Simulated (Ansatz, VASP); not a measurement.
**Al: VASP beside Ansatz**

The input INCAR:

```
SYSTEM = Al
ALGO = Fast ; EDIFF = 1E-6
ENCUT = 520 ; GGA = PS
ISIF = 2 ; ISMEAR = 0
LASPH = .True. ; LCHARG = .False.
LREAL = .False. ; LWAVE = .False.
NBANDS = 10 ; NELM = 80
PREC = Accurate ; SIGMA = 0.15
```

Contents of KPOINTS:

```
k-points
0
Gamma
  24 24 14
  0 0 0
```

The input POSCAR:

```
Al
1.0
    2.8500694993      0.1603164093      0.0000000000
   -1.2861966665      2.3880743843      0.0000000000
    0.0000000000      0.0000000000      4.6373174459
Al
2
Direct
    0.6666666667      0.3333333333      0.7500000000
    0.3333333333      0.6666666667      0.2500000000
```

Input for Ansatz:

```yaml
crystal:
  lattice:
    - [2.8500694993, 0.1603164093, 0.0]
    - [-1.2861966665, 2.3880743843, 0.0]
    - [0.0, 0.0, 4.6373174459]
  atoms:
    - { symbol: Al, position: [0.6666666667, 0.3333333333, 0.75] }
    - { symbol: Al, position: [0.3333333333, 0.6666666667, 0.25] }
basis:
  ecutwfc: 420
kpoints:
  mp_grid: { grid: [24, 24, 14] }
hamiltonian:
  xc: pbesol
scf:
  occupations: { method: gaussian, width: 0.15 }
output:
  forces: true
  stress: true
  eigenvalues: true
```

Change from the starting cell: strain +0.1125 x Voigt [0, 0, 0, 0, 0, 1], atoms carried along.

Alike in both runs: task single point; functional PBEsol; k mesh 24 × 24 × 14; occupations gaussian, width 0.15 eV; no spin polarisation.

|  | VASP | Ansatz |
| --- | --- | --- |
| version | VASP 6.6.1 | Ansatz 0.2.0 |
| potentials or method | VASP PAW PBE potentials, release 64 (Al), cutoff 520 eV | scalar-relativistic, plane waves, PAW |
| valence electrons in the cell | 6 | 6 |

```csv
,VASP,Ansatz,Ansatz less VASP
gap on the k mesh at the Fermi level (eV),none,none,-
pressure (GPa),1.1,1.0,-0.07
"traceless stress, the component that is largest in VASP (GPa)",-3.52,-3.49,+0.025
rms of the force components (eV/Å),0.026,0.025,-0.0004
```

VASP's potentials were made for PBE, not for PBEsol. Atom by atom the forces differ by 0.000 eV/Å (rms over components). A gap of «none» marks a metal or a gap that the smearing closes.
